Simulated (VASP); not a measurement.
# WS2: single point with PBEsol+U

The system is WS2.

```
W S
1.0
     1.57900    0.91164    6.16333
    -1.57900    0.91164    6.16333
     0.00000   -1.82327    6.16333
W S
1 2
Direct
  0.00000 0.00000 0.00000
  0.58100 0.58100 0.58100
  0.75030 0.75030 0.75030
```

```
Program                 : VASP 6.6.1
Task                    : single point
Functional              : PBEsol
Potentials or basis     : VASP PAW PBE potentials, release 64 (W_sv, S)
Cutoff                  : 520 eV
k mesh                  : 10 × 10 × 10
Occupations             : fermi-dirac, width 0.05 eV
Spin                    : no spin polarisation
Hubbard terms           : W d U = 6.0 eV
Dipole correction       : no
k mesh for the DOS      : 15 × 15 × 15
Occupations for the DOS : tetrahedron
Further INCAR settings  : ALGO = Normal; EDIFF = 1e-06; NBANDS = 20
```

```yaml
Valence_electrons_inside_the_program's_atomic_spheres: W 11.94; S 3.71, 3.73
```

Levels at points of the mesh, in eV from the valence-band top:
| k point | band 11 | band 12 | band 13 | band 14 | band 15 | band 16 |
| --- | --- | --- | --- | --- | --- | --- |
| (0.00, 0.00, 0.00) | -2.19 | -1.67 | -1.23 | 2.26 | 2.26 | 2.56 |

Eigenvalues of the final occupation matrices:
| site | spin | trace | eigenvalues |
| --- | --- | --- | --- |
| site 1 d | 1 | 1.65 | 0.31 0.31 0.33 0.33 0.36 |
| site 1 d | 2 | 1.65 | 0.31 0.31 0.33 0.33 0.36 |

Run time: 21 min on 1 thread of Intel(R) Xeon(R) Platinum 8259CL CPU @ 2.50GHz (Skylake/Cascade Lake), with other jobs on the host, peak memory 0.56 GiB.

Caveat: spin-orbit coupling is left out, which moves the levels of the heavy elements.
